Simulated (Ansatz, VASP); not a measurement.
One calculation of In3SbTe2, two programs

File INCAR:

```
SYSTEM = In3SbTe2
ALGO = Normal ; EDIFF = 1E-7
EDIFFG = -0.04 ; ENCUT = 600
GGA = PE ; IBRION = 2
ISIF = 3 ; ISMEAR = 0
LASPH = .True. ; LCHARG = .False.
LREAL = .False. ; LWAVE = .False.
NELM = 100 ; NSW = 90
PREC = Accurate ; SIGMA = 0.1
```

File KPOINTS:

```
k-points
0
Gamma
  3 3 4
  0 0 0
```

File POSCAR:

```
In3SbTe2
1.0
    7.0431965575      0.0000000000      0.0000000000
   -3.5215982787      6.0995871426      0.0000000000
    0.0000000000      0.0000000000      4.6279774044
In Sb Te
3 1 2
Direct
    0.5000000000      0.0000000000      0.5000000000
    0.0000000000      0.5000000000      0.5000000000
    0.5000000000      0.5000000000      0.5000000000
    0.0000000000      0.0000000000      0.5000000000
    0.3333333333      0.6666666667      0.0000000000
    0.6666666667      0.3333333333      0.0000000000
```

Input for Ansatz:

```yaml
crystal:
  lattice:
    - [7.0431965575, 0.0, 0.0]
    - [-3.5215982787, 6.0995871426, 0.0]
    - [0.0, 0.0, 4.6279774044]
  atoms:
    - { symbol: In, position: [0.5, 0.0, 0.5] }
    - { symbol: In, position: [0.0, 0.5, 0.5] }
    - { symbol: In, position: [0.5, 0.5, 0.5] }
    - { symbol: Sb, position: [0.0, 0.0, 0.5] }
    - { symbol: Te, position: [0.3333333333, 0.6666666667, 0.0] }
    - { symbol: Te, position: [0.6666666667, 0.3333333333, 0.0] }
basis:
  ecutwfc: 420
kpoints:
  mp_grid: { grid: [3, 3, 4] }
hamiltonian:
  xc: pbe
scf:
  occupations: { method: gaussian, width: 0.1 }
  lower_state_search: "off"
output:
  forces: true
  stress: true
  eigenvalues: true
relax:
  adjacent_minimum: "off"
  f_tol: 0.04
  max_steps: 70
  cell: { stress_tol: 0.4 }
```

Alike in both runs: task relaxation of cell and atoms; functional PBE; k mesh 3 × 3 × 4; occupations gaussian, width 0.1 eV; no spin polarisation.

|  | VASP | Ansatz |
| --- | --- | --- |
| version | VASP 6.6.1 | Ansatz 0.2.0 |
| potentials or method | VASP PAW PBE potentials, release 64 (In_d, Sb, Te), cutoff 600 eV | scalar-relativistic, plane waves, PAW |
| valence electrons in the cell | 56 | 86 |

```tsv
	VASP	Ansatz	Ansatz less VASP
gap on the k mesh at the Fermi level, each at its own relaxed structure (eV)	none	none	-
relaxed volume (Å³/atom)	33.55	33.68	+0.132
relaxed cell length with the largest relative difference (Å)	7.169	7.185	+0.0156
```

A gap of «none» marks a metal or a gap that the smearing closes. VASP's potentials hold 56 valence electrons a cell and Ansatz's 86, so a difference there can come from the potentials and not from the codes.

Neither program's run includes spin-orbit coupling.
